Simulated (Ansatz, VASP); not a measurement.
**HfC: VASP beside Ansatz**

The input INCAR:

```
  PREC = Accurate
  ENCUT = 520
  EDIFF = 1E-6
  ISMEAR = 0
  SIGMA = 0.15
  LREAL = F
  LASPH = T
  NELM = 60
  ALGO = Normal
  ISIF = 2
  LWAVE = F
  LCHARG = F
  GGA = PS
  NBANDS = 14
```

KPOINTS

```
regular mesh
0
Gamma
  18 18 18
```

POSCAR

```
HfC
1.0
    0.0000000000      2.0925000000      2.3250000000
    2.3250000000      0.0000000000      2.3250000000
    2.3250000000      2.0925000000      0.0000000000
Hf C
1 1
Direct
    0.5000000000      0.5000000000      0.5000000000
    0.0000000000      0.0000000000      0.0000000000
```

Input for Ansatz:

```yaml
crystal:
  lattice:
    - [0.0, 2.0925, 2.325]
    - [2.325, 0.0, 2.325]
    - [2.325, 2.0925, 0.0]
  atoms:
    - { symbol: Hf, position: [0.5, 0.5, 0.5] }
    - { symbol: C, position: [0.0, 0.0, 0.0] }
basis:
  ecutwfc: 420
kpoints:
  mp_grid: { grid: [18, 18, 18] }
hamiltonian:
  xc: pbesol
scf:
  occupations: { method: gaussian, width: 0.15 }
output:
  forces: true
  stress: true
  eigenvalues: true
  write_density: true
  write_potential: true
  elf: true
  volumetric_format: npy
```

Change from the starting cell: strain -0.1000 x Voigt [0, 1, 0, 0, 0, 0], atoms carried along.

Alike in both runs: task single point; functional PBEsol; k mesh 18 × 18 × 18; occupations gaussian, width 0.15 eV; no spin polarisation.

|  | VASP | Ansatz |
| --- | --- | --- |
| version | VASP 6.6.1 | Ansatz 0.2.0 |
| potentials or method | VASP PAW PBE potentials, release 64 (Hf_pv, C), cutoff 520 eV | scalar-relativistic, plane waves, PAW |
| valence electrons in the cell | 14 | 30 |

|  | VASP | Ansatz | Ansatz less VASP |
| --- | --- | --- | --- |
| gap on the k mesh at the Fermi level (eV) | none | none | - |
| pressure (GPa) | 28.9 | 28.3 | -0.54 |
| traceless stress, the component that is largest in VASP (GPa) | 48.91 | 47.70 | -1.213 |

VASP's potentials were made for PBE, not for PBEsol. A gap of «none» marks a metal or a gap that the smearing closes. Both programs put the cell under a high pressure, so it lies far from rest at this level. VASP's potentials hold 14 valence electrons a cell and Ansatz's 30, so a difference there can come from the potentials and not from the codes.

Neither program's run includes spin-orbit coupling.
